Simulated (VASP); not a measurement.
Here is a VASP 6.6.1 calculation.

The input POSCAR:

```
HfMoC2
1.0
    3.1914230000      0.0000000000      0.0000000000
    0.0000000000      3.1914230000      0.0000000000
    0.0000000000      0.0000000000      4.4851640000
Hf Mo C
1 1 2
Direct
    0.0000000000      0.0000000000      0.0000000000
    0.5000000000      0.5000000000      0.5000000000
    0.5000000000      0.5000000000      0.0000000000
    0.0000000000      0.0000000000      0.5000000000
```

The input INCAR.step1:

```
SYSTEM = HfMoC2
ALGO = Normal ; EDIFF = 1E-4
ENCUT = 520 ; GGA = PE
ISMEAR = -1 ; LASPH = .True.
LCHARG = .False. ; LDAU = .True.
LDAUJ = 0 0 0 ; LDAUL = 2 2 -1
LDAUTYPE = 2 ; LDAUU = 3 3 0
LMAXMIX = 4 ; LREAL = .False.
LWAVE = .True. ; NBANDS = 24
NELM = 150 ; PREC = Accurate
SIGMA = 0.05
```

Contents of INCAR.step2:

```
SYSTEM = HfMoC2
ALGO = Normal ; EDIFF = 1E-7
ENCUT = 520 ; ISIF = 2
ISMEAR = -1 ; ISTART = 1
LASPH = .True. ; LCHARG = .False.
LDAU = .True. ; LDAUJ = 0 0 0
LDAUL = 2 2 -1 ; LDAUPRINT = 1
LDAUTYPE = 2 ; LDAUU = 3 3 0
LMAXMIX = 4 ; LMIXTAU = .True.
LREAL = .False. ; LWAVE = .False.
METAGGA = R2SCAN ; NBANDS = 24
NELM = 150 ; PREC = Accurate
SIGMA = 0.05
```

The input KPOINTS:

```
k-points
0
Gamma
  8 8 6
  0 0 0
```

Potentials or basis: VASP PAW PBE potentials, release 64 (Hf_pv, Mo_sv, C).

Command:

```console
$ cat potpaw_PBE.64/Hf_pv/POTCAR potpaw_PBE.64/Mo_sv/POTCAR potpaw_PBE.64/C/POTCAR > POTCAR
$ cp INCAR.step1 INCAR
$ mpirun -np 1 vasp_std > vasp.out
$ cp INCAR.step2 INCAR
$ mpirun -np 1 vasp_std > vasp.out
```

(1) Estimate the band gap on the k mesh.

(2) Predict the pressure.

Results:

(1) zero (bands 16 and 17 overlap by 2.41 eV).

(2) 5.4 GPa.

Caveat: the cell stands under pressure; the PAW data sets were made with another functional, which shifts forces and pressure a little; spin-orbit coupling is left out, which moves the levels of the heavy elements; U without spin polarisation on a metal has little footing; the U is typed as a test and isn't derived for this compound.
